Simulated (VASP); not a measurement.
Input of a VASP 6.6.1 run:

File INCAR:

```
SYSTEM = Ni3Ge
PREC = Accurate
ENCUT = 520
EDIFF = 1E-7
ISMEAR = 0
SIGMA = 0.1
LREAL = .False.
LASPH = .True.
NELM = 100
ALGO = Fast
ISIF = 2
LWAVE = .False.
LCHARG = .False.
GGA = PS
NBANDS = 30
```

The input KPOINTS:

```
regular mesh
0
Gamma
  12 12 12
  0 0 0
```

Contents of POSCAR:

```
Ni3Ge
1.0
    3.4855532496      0.0000000000      0.0000000000
    0.0000000000      3.4855532496      0.0000000000
    0.0000000000      0.0000000000      3.4855532496
Ni Ge
3 1
Direct
    0.5000000000      0.0000000000      0.5000000000
    0.0000000000      0.5000000000      0.5000000000
    0.5000000000      0.5000000000      0.0000000000
    0.0000000000      0.0000000000      0.0000000000
```

Potentials or basis: VASP PAW PBE potentials, release 64 (Ni, Ge_d).

Command:

```bash
$ cat potpaw_PBE.64/Ni/POTCAR potpaw_PBE.64/Ge_d/POTCAR > POTCAR
$ mpirun -np 1 vasp_std > vasp.out
```

Task: What does it give for the pressure?

Result: 8.2 GPa.

Task: Estimate the band gap on the k mesh.

Result: Zero (band 22 reaches 10.81 eV, above the bottom of band 23 at 10.56 eV).

Caveat: the PAW data sets were made with another functional, which shifts forces and pressure a little. Spin polarisation is off, so any magnetic state and its effect on volume and gap are missing.
